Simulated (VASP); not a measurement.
# Mg (Pm-3m) in VASP: notebook

Mg is run at these levels: PBE; tasks: single point.

Program: VASP 6.6.1. These are calculated values, not measurements. Logs are shortened: lines on timing, memory, paths and dates and some standing lists are left out, and cuts for length are marked.

### 1 The cell of the first run

It takes space group Pm-3m (No. 221, cubic). The conventional cell has a = 3.021 Å, b = 3.021 Å, c = 3.021 Å, α = 90.00°, β = 90.00°, γ = 90.00°. Within 4.0 Å of Mg (site symmetry m-3m) lie 6 Mg at 3.02 Å.

### 2 Single point, PBE

INCAR reads:

```
SYSTEM = Mg
PREC = Accurate
ENCUT = 520
EDIFF = 1E-6
ISMEAR = -1
SIGMA = 0.1
LREAL = .FALSE.
LASPH = .TRUE.
NELM = 60
ALGO = Normal
ISIF = 2
LWAVE = .FALSE.
LCHARG = .FALSE.
GGA = PE
NBANDS = 7
```

KPOINTS reads:

```
regular mesh
0
G
  11 11 11
  0 0 0
```

POSCAR reads:

```
Mg
1.0
    3.0205609112      0.0000000000      0.0000000000
    0.0000000000      3.0205609112      0.0000000000
    0.0000000000      0.0000000000      3.0205609112
Mg
1
Direct
    0.0000000000      0.0000000000      0.0000000000
```

Potentials or basis: VASP PAW PBE potentials, release 64 (Mg).

Launch:

```bash
> cat potpaw_PBE.64/Mg/POTCAR > POTCAR
> mpirun -np 1 vasp_std > vasp.out
```

OUTCAR:

```text
SYSTEM = Mg
   PREC = Accurate
   ENCUT = 520
   EDIFF = 1E-6
   ISMEAR = -1
   LREAL = .FALSE.
   LASPH = .TRUE.
   NELM = 60
   ISIF = 2
   GGA = PE

 ion  position               nearest neighbor table
   1  0.000  0.000  0.000-

  LATTYP: Found a simple cubic cell.
 ALAT       =     3.0205609112

  Lattice vectors:

 A1 = (   3.0205609112,   0.0000000000,   0.0000000000)
 A2 = (   0.0000000000,   3.0205609112,   0.0000000000)
 A3 = (   0.0000000000,   0.0000000000,   3.0205609112)

Analysis of symmetry for initial positions (statically):
=====================================================================
 Subroutine PRICEL returns:
 Original cell was already a primitive cell.

 Routine SETGRP: Setting up the symmetry group for a
 simple cubic supercell.

 Subroutine GETGRP returns: Found 48 space group operations
[... 9 lines left out ...]

 Routine SETGRP: Setting up the symmetry group for a
 simple cubic supercell.

 Subroutine GETGRP returns: Found 48 space group operations
[... 11 lines left out ...]
                                     Primitive cell

  volume of cell :      27.5590

  direct lattice vectors                    reciprocal lattice vectors
     3.020560911  0.000000000  0.000000000     0.331064339  0.000000000  0.000000000
     0.000000000  3.020560911  0.000000000     0.000000000  0.331064339  0.000000000
     0.000000000  0.000000000  3.020560911     0.000000000  0.000000000  0.331064339

  length of vectors
     3.020560911  3.020560911  3.020560911     0.331064339  0.331064339  0.331064339

  position of ions in fractional coordinates (direct lattice)
     0.000000000  0.000000000  0.000000000

  ion indices of the primitive-cell ions
   primitive index   ion index
                 1           1

----------------------------------------------------------------------------------------

 KPOINTS: regular mesh

Automatic generation of k-mesh.
 Grid dimensions read from file:
 generate k-points for:   11   11   11

 Generating k-lattice:

  Cartesian coordinates                     Fractional coordinates (reciprocal lattice)
     0.030096758  0.000000000  0.000000000     0.090909091  0.000000000  0.000000000
     0.000000000  0.030096758  0.000000000     0.000000000  0.090909091  0.000000000
     0.000000000  0.000000000  0.030096758     0.000000000  0.000000000  0.090909091

  Length of vectors
     0.030096758  0.030096758  0.030096758

  Shift w.r.t. Gamma in fractional coordinates (k-lattice)
     0.000000000  0.000000000  0.000000000

 Subroutine IBZKPT returns following result:
 ===========================================

 Found     56 irreducible k-points:

 Following reciprocal coordinates:
            Coordinates               Weight
  0.000000  0.000000  0.000000      1.000000
  0.090909  0.000000  0.000000      6.000000
  0.181818  0.000000  0.000000      6.000000
  0.272727  0.000000  0.000000      6.000000
  0.363636  0.000000  0.000000      6.000000
  0.454545  0.000000  0.000000      6.000000
[... 16 lines left out ...]
  0.181818  0.090909  0.090909     24.000000
  0.272727  0.090909  0.090909     24.000000
 [... further k-points ...]
   k-points           NKPTS =     56   k-points in BZ     NKDIM =     56   number of bands    NBANDS=      7
   number of dos      NEDOS =    301   number of ions     NIONS =      1
   total plane-waves  NPLWV =  13824
   dimension x,y,z NGX =    24 NGY =   24 NGZ =   24
   dimension x,y,z NGXF=    48 NGYF=   48 NGZF=   48
   ions per type =               1
   NGX,Y,Z   is equivalent  to a cutoff of  13.21, 13.21, 13.21 a.u.
   NGXF,Y,Z  is equivalent  to a cutoff of  26.42, 26.42, 26.42 a.u.
 SYSTEM =  Mg
   PREC   = accura    normal or accurate (medium, high low for compatibility)
   ISTART =      0    job   : 0-new  1-cont  2-samecut
   ICHARG =      2    charge: 1-file 2-atom 10-const
   ISPIN  =      1    spin polarized calculation?
   LNONCOLLINEAR =      F non collinear calculations
   LSORBIT =      F    spin-orbit coupling
   LASPH  =      T    aspherical Exc in radial PAW
   ENCUT  =  520.0 eV  38.22 Ry    6.18 a.u.   5.62  5.62  5.62*2*pi/ulx,y,z
   NELM   =     60;   NELMIN=  2; NELMDL= -5     # of ELM steps
   EDIFF  = 0.1E-05   stopping-criterion for ELM
   LREAL  =      F    real-space projection
   EDIFFG = 0.1E-04   stopping-criterion for IOM
   NSW    =      0    number of steps for IOM
   IBRION =     -1    ionic relax: 0-MD 1-quasi-New 2-CG
   NFREE  =      0    steps in history (QN), initial steepest desc. (CG)
   ISIF   =      2    stress and relaxation
   ISYM   =      2    0-nonsym 1-usesym 2-fastsym
   POTIM  = 0.5000    time-step for ionic-motion
   TEBEG  =    0.0;   TEEND  =   0.0 temperature during run
   PSTRESS=    0.0 pullay stress
   NELECT =       2.0000    total number of electrons
   NUPDOWN=      -1.0000    fix difference up-down
   EMIN   =  10.00;   EMAX   =-10.00  energy-range for DOS
   EFERMI =   0.00;   METHOD = LEGACY
   ISMEAR =    -1;   SIGMA  =   0.10  broadening in eV -4-tet -1-fermi 0-gaus
   EFERMI_NEDOS =   21; number of points for ismear=-14 and -15
   IALGO  =     38    algorithm
   IMIX   =      4    mixing-type and parameters
     AMIX     =   0.40;   BMIX     =  1.00
     AMIX_MAG =   1.60;   BMIX_MAG =  1.00
  volume/ion in A,a.u.               =      27.56       185.98
  Fermi-wavevector in a.u.,A,eV,Ry     =   0.682858  1.290415  6.344334  0.466295
  Thomas-Fermi vector in A             =   1.762054
   LORBIT       =      0    0 simple, 1 ext, 2 COOP (PROOUT), +10 PAW based schemes
   GGA     = PE    functional components
   LHFCALC =     F    Hartree Fock is set to
   AEXX    =    0.0000 exact exchange contribution
   IVDW    =     0    specifies the selected vdW correction
   LEPSILON=     F    determine dielectric tensor
   LRPA    =     F    only Hartree local field effects (RPA)
 non-spin polarized calculation
  energy-cutoff  :      520.00
  volume of cell :       27.56
 maximum number of plane-waves:       752
 NGX is ok and might be reduce to    24
   NGX = 11   NGY = 11   NGZ = 11

 number of electron       2.0000000 magnetization

 Free energy of the ion-electron system (eV)
  ---------------------------------------------------
  ext. energy  EPLUGINS =         0.00000000
  ---------------------------------------------------
  free energy    TOTEN  =        -1.13887987 eV

  energy without entropy =       -1.12596411  energy(sigma->0) =       -1.13242199

 E-fermi :   1.6602     XC(G=0):  -7.9077

 val. band max:        1.6180236531   @ k =   0.4545   0.2727   0.0909
 cond. band min:       1.8514848419   @ k =   0.3636   0.3636   0.3636
 fundamental gap:      0.2334611889
 Fermi energy:         1.6601617764

 k-point     1 :       0.0000    0.0000    0.0000
  band No.  band energies     occupation
      1      -4.4803      2.00000
      2       9.7993      0.00000
      3       9.7993      0.00000
      4      11.1618      0.00000
      5      11.1618      0.00000
      6      11.1618      0.00000
      7      15.5864      0.00000

 k-point     2 :       0.0909    0.0000    0.0000
  band No.  band energies     occupation
      1      -4.3443      2.00000
      2       8.1434      0.00000
      3       9.9188      0.00000
      4      11.2758      0.00000
      5      11.2758      0.00000
      6      12.4467      0.00000
      7      16.2731      0.00000

 k-point     3 :       0.1818    0.0000    0.0000
  band No.  band energies     occupation
      1      -3.9376      2.00000
      2       5.9623      0.00000
      3      10.2710      0.00000
      4      11.6180      0.00000
      5      11.6180      0.00000
      6      13.5980      0.00000
      7      18.2063      0.00000

 k-point     4 :       0.2727    0.0000    0.0000
  band No.  band energies     occupation
      1      -3.2637      2.00000
      2       3.8875      0.00000
      3      10.8303      0.00000
      4      12.1894      0.00000
      5      12.1894      0.00000
      6      14.5066      0.00000
      7      18.5178      0.00000

 k-point     5 :       0.3636    0.0000    0.0000
  band No.  band energies     occupation
      1      -2.3294      2.00000
      2       2.0002      0.06454
      3      11.5206      0.00000
      4      12.9907      0.00000
      5      12.9907      0.00000
      6      15.4130      0.00000
      7      16.7986      0.00000

 k-point     6 :       0.4545    0.0000    0.0000
  band No.  band energies     occupation
      1      -1.1554      2.00000
      2       0.3455      2.00000
      3      12.1055      0.00000
      4      14.0187      0.00000
      5      14.0187      0.00000
      6      15.3068      0.00000
      7      15.3068      0.00000

 k-point     7 :       0.0909    0.0909    0.0000
  band No.  band energies     occupation
      1      -4.2085      2.00000
      2       7.9244      0.00000
      3       8.7325      0.00000
      4      11.3897      0.00000
      5      11.6540      0.00000
      6      13.5269      0.00000
      7      16.7558      0.00000
[... 121 lines left out ...]
 k-point    20 :       0.4545    0.3636    0.0000
  band No.  band energies     occupation
      1       0.9421      1.99848
      2       2.3476      0.00206
      3       5.3061      0.00000
      4       6.7328      0.00000
      5      15.7210      0.00000
      6      16.9081      0.00000
      7      17.3973      0.00000

 k-point    21 :       0.4545    0.4545    0.0000
  band No.  band energies     occupation
      1       2.0697      0.03274
      2       3.0724      0.00000
      3       4.0624      0.00000
      4       5.1724      0.00000
      5      16.5956      0.00000
      6      17.2694      0.00000
      7      18.5223      0.00000

 k-point    22 :       0.0909    0.0909    0.0909
  band No.  band energies     occupation
      1      -4.0728      2.00000
      2       8.0446      0.00000
      3       8.0446      0.00000
      4      10.1157      0.00000
      5      13.6335      0.00000
      6      13.6335      0.00000
      7      17.1397      0.00000

 k-point    23 :       0.1818    0.0909    0.0909
  band No.  band energies     occupation
      1      -3.6669      2.00000
      2       6.1492      0.00000
      3       8.4028      0.00000
      4      10.1427      0.00000
      5      13.9386      0.00000
      6      15.2535      0.00000
      7      18.4254      0.00000

 k-point    24 :       0.2727    0.0909    0.0909
  band No.  band energies     occupation
      1      -2.9943      2.00000
      2       4.1242      0.00000
      3       8.9892      0.00000
      4      10.6851      0.00000
      5      14.3360      0.00000
      6      16.0556      0.00000
      7      16.5999      0.00000

 [... further k-points ...]

------------------------ aborting loop because EDIFF is reached ----------------------------------------

  FORCE on cell =-STRESS in cart. coord.  units (eV):
  Direction    XX          YY          ZZ          XY          YZ          ZX
  --------------------------------------------------------------------------------------
  -------------------------------------------------------------------------------------
  Total       -0.0098464     -0.0098464     -0.0098464      0.0000000     -0.0000000      0.0000000
  in kB       -0.5724316     -0.5724316     -0.5724316      0.0000000     -0.0000000      0.0000000
  external PRESSURE =      -0.5724316 kB  Pullay stress =       0.0000000 kB

 VOLUME and BASIS-vectors are now :
 -----------------------------------------------------------------------------
  energy-cutoff  :      520.00
  volume of cell :       27.56
      direct lattice vectors                 reciprocal lattice vectors
     3.020560911  0.000000000  0.000000000     0.331064339  0.000000000  0.000000000
     0.000000000  3.020560911  0.000000000     0.000000000  0.331064339  0.000000000
     0.000000000  0.000000000  3.020560911     0.000000000  0.000000000  0.331064339

 POSITION                                       TOTAL-FORCE (eV/Angst)
 -----------------------------------------------------------------------------------
      0.00000      0.00000      0.00000         0.000000      0.000000      0.000000
 -----------------------------------------------------------------------------------
    total drift:                               -0.000000      0.000000      0.000000

  FREE ENERGIE OF THE ION-ELECTRON SYSTEM (eV)
  ---------------------------------------------------
  free  energy   TOTEN  =        -1.1388798714 eV

  energy  without entropy=       -1.1259641131  energy(sigma->0) =       -1.13242199
```

Run time: 3.9 s. Hardware: 1 thread of Intel Xeon Platinum 8488C (Sapphire Rapids), shared host; peak memory 0.13 GiB.

What came out:

* Free energy: -1.1389 eV
* Pressure: -0.1 GPa
* Band gap on the k mesh: zero (band 1 reaches 5.08 eV, above the bottom of band 2 at 0.35 eV)

Levels at points of the mesh, in eV from the Fermi level:
| k point | band 1 | band 2 | band 3 | band 4 |
| --- | --- | --- | --- | --- |
| (0.00, 0.00, 0.00) | -6.14 | 8.14 | 8.14 | 9.50 |

### 3 Single point, PBE (volume scaled by 0.88)

INCAR reads:

```
ALGO     = Normal         # electronic algorithm
EDIFF    = 1E-7           # SCF threshold, eV
ENCUT    = 520            # plane-wave cutoff, eV
GGA      = PE             # functional
ISIF     = 2              # what is computed and relaxed
ISMEAR   = -1             # smearing method
LASPH    = True           # aspherical terms in the spheres
LCHARG   = False          # write CHGCAR
LREAL    = False          # projectors in reciprocal space
LWAVE    = False          # write WAVECAR
NBANDS   = 7              # bands
NELM     = 100            # most SCF steps
PREC     = Accurate       # precision mode
SIGMA    = 0.1            # smearing width, eV
```

KPOINTS reads:

```
k-points
0
Gamma
  17 17 17
```

POSCAR reads:

```
Mg
1.0
    2.8945551059      0.0000000000      0.0000000000
    0.0000000000      2.8945551059      0.0000000000
    0.0000000000      0.0000000000      2.8945551059
Mg
1
Direct
    0.0000000000      0.0000000000      0.0000000000
```

Potentials or basis: VASP PAW PBE potentials, release 64 (Mg).

Launch:

```bash
> cat potpaw_PBE.64/Mg/POTCAR > POTCAR
> mpirun -np 1 vasp_std > vasp.out
```

OUTCAR:

```text
EDIFF = 1E-7
   ENCUT = 520
   GGA = PE
   ISIF = 2
   ISMEAR = -1
   LASPH = True
   LREAL = False
   NELM = 100
   PREC = Accurate

 ion  position               nearest neighbor table
   1  0.000  0.000  0.000-

  LATTYP: Found a simple cubic cell.
 ALAT       =     2.8945551059

  Lattice vectors:

 A1 = (   2.8945551059,   0.0000000000,   0.0000000000)
 A2 = (   0.0000000000,   2.8945551059,   0.0000000000)
 A3 = (   0.0000000000,   0.0000000000,   2.8945551059)

Analysis of symmetry for initial positions (statically):
[... 417 lines left out ...]

 [... further k-points ...]

------------------------ aborting loop because EDIFF is reached ----------------------------------------

  FORCE on cell =-STRESS in cart. coord.  units (eV):
  Direction    XX          YY          ZZ          XY          YZ          ZX
  --------------------------------------------------------------------------------------
  -------------------------------------------------------------------------------------
  Total        0.5631864      0.5631864      0.5631864      0.0000000     -0.0000000      0.0000000
  in kB       37.2063668     37.2063668     37.2063668      0.0000000     -0.0000000      0.0000000
  external PRESSURE =      37.2063668 kB  Pullay stress =       0.0000000 kB

 VOLUME and BASIS-vectors are now :
 -----------------------------------------------------------------------------
  energy-cutoff  :      520.00
  volume of cell :       24.25
      direct lattice vectors                 reciprocal lattice vectors
     2.894555106  0.000000000  0.000000000     0.345476235  0.000000000  0.000000000
     0.000000000  2.894555106  0.000000000     0.000000000  0.345476235  0.000000000
     0.000000000  0.000000000  2.894555106     0.000000000  0.000000000  0.345476235

 POSITION                                       TOTAL-FORCE (eV/Angst)
 -----------------------------------------------------------------------------------
      0.00000      0.00000      0.00000         0.000000      0.000000      0.000000
 -----------------------------------------------------------------------------------
    total drift:                                0.000000      0.000000      0.000000

  FREE ENERGIE OF THE ION-ELECTRON SYSTEM (eV)
  ---------------------------------------------------
  free  energy   TOTEN  =        -1.0982426474 eV

  energy  without entropy=       -1.0833320765  energy(sigma->0) =       -1.09078736
```

stdout:

```text
POSCAR found type information on POSCAR Mg
 POSCAR found :  1 types and       1 ions
 scaLAPACK will be used
 LDA part: xc-table for (Slater+PW92), standard interpolation
 POSCAR, INCAR and KPOINTS ok, starting setup
 FFT: planning ... GRIDC
 FFT: planning ... GRID_SOFT
 FFT: planning ... GRID
 WAVECAR not read
 entering main loop
```

It took 11 s on 1 thread of Intel Xeon Platinum 8488C (Sapphire Rapids), shared host; peak memory 0.15 GiB.

Results:

| Quantity | Value |
| --- | --- |
| Free energy | -1.0982 eV |
| Pressure | 3.7 GPa |
| Band gap on the k mesh | zero (band 1 reaches 6.63 eV, above the bottom of band 2 at 0.55 eV) |

### 4 Single point, PBE (volume scaled by 0.92)

INCAR reads:

```
SYSTEM = Mg
ALGO = Normal
EDIFF = 1E-7
ENCUT = 520
GGA = PE
ISIF = 2
ISMEAR = -1
LASPH = .True.
LCHARG = .False.
LREAL = .False.
LWAVE = .False.
NBANDS = 7
NELM = 80
PREC = Accurate
SIGMA = 0.1
```

KPOINTS reads:

```
k-points
0
Gamma
  17 17 17
  0 0 0
```

POSCAR reads:

```
Mg
1.0
    2.9377637911      0.0000000000      0.0000000000
    0.0000000000      2.9377637911      0.0000000000
    0.0000000000      0.0000000000      2.9377637911
Mg
1
Direct
    0.0000000000      0.0000000000      0.0000000000
```

Launch:

```bash
> cat potpaw_PBE.64/Mg/POTCAR > POTCAR
> mpirun -np 1 vasp_std > vasp.out
```

It took 9.3 s on 1 thread of Intel Xeon Platinum 8488C (Sapphire Rapids), shared host; peak memory 0.15 GiB.

Results (log left out):

```
Free energy            : -1.1185 eV
Pressure               : 2.2 GPa
Band gap on the k mesh : zero (band 1 reaches 6.27 eV, above the bottom of band 2 at 0.38 eV)
```

Levels at points of the mesh, in eV from the Fermi level:
```
           k point  band 1  band 2  band 3  band 4  band 5
(0.00, 0.00, 0.00)   -6.48    8.41    8.41   10.08   10.08
```

(Continued in part 2 of 2.)
